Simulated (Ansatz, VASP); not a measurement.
# One calculation of SnAs2Se2, two programs

```
Sn As Se
1.0
     3.72695    0.00000    0.00000
    -1.86348    3.22764    0.00000
     0.00000    0.00000   11.82700
Sn As Se
1 2 2
Direct
  0.00000 0.00000 0.00000
  0.33333 0.66667 0.55712
  0.66667 0.33333 0.44288
  0.66667 0.33333 0.13851
  0.33333 0.66667 0.86149
```

Alike in both runs: functional PBE; dispersion D3(BJ); k mesh 12 × 12 × 4; occupations gaussian, width 0.1 eV; no spin polarisation.

Ansatz relaxed the structure, and its values are those at the end. VASP's run is a single point on that final structure, the one shown.

```csv
,VASP,Ansatz
version,VASP 6.6.1,Ansatz 0.2.0
potentials or method,"VASP PAW PBE potentials, release 64 (Sn_d, As, Se), cutoff 520 eV","scalar-relativistic, plane waves, PAW"
valence electrons in the cell,36,76
```

|  | VASP | Ansatz | Ansatz less VASP |
| --- | --- | --- | --- |
| gap on the k mesh at the Fermi level (eV) | none | none | - |
| pressure (GPa) | 0.1 | 0.0 | -0.13 |
| rms of the force components (eV/Å) | 0.027 | 0.001 | -0.0260 |

A gap of «none» marks a metal or a gap that the smearing closes. VASP's potentials hold 36 valence electrons a cell and Ansatz's 76, so a difference there can come from the potentials and not from the codes.
